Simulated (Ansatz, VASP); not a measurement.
**Fe: VASP beside Ansatz**

```
CELL_PARAMETERS angstrom
0.00000 1.83935 1.86148
1.41942 0.00000 1.86148
1.41942 1.83935 0.00000
ATOMIC_POSITIONS crystal
Fe 0.00000 0.00000 0.00000
```

Change from the starting cell: volume scaled by 0.85, PAW files.

Alike in both runs: task single point; functional r2SCAN; k mesh 14 × 14 × 14; occupations fermi-dirac, width 0.1 eV; collinear spin.

|  | VASP | Ansatz |
| --- | --- | --- |
| version | VASP 6.6.1 | Ansatz 0.2.0 |
| potentials or method | VASP PAW PBE potentials, release 64 (Fe) | PAW with Ansatz's default frozen-core files, scalar-relativistic |
| plane-wave cutoff (eV) | 520 | 500 |
| valence electrons in the cell | 8 | 16 |

Ansatz gave:

* pressure (GPa): 45.7
* traceless stress, the component that is largest in VASP (GPa): -9.05
* net moment per atom (μB): 2.22
* size of the moment on the site where the two differ most (μB): 2.31

Q: Which values does VASP return?

A: Pressure (GPa): 46.2; traceless stress, the component that is largest in VASP (GPa): -8.94; net moment per atom (μB): 2.24; size of the moment on the site where the two differ most (μB): 2.24.

VASP's potentials were made for PBE, not for r2SCAN. Site moments also hang on the region over which each program counts them. Both programs put the cell under a high pressure, so it lies far from rest at this level. VASP's potentials hold 8 valence electrons a cell and Ansatz's 16, so a difference there can come from the potentials and not from the codes. Ansatz's warnings: stability check not made.
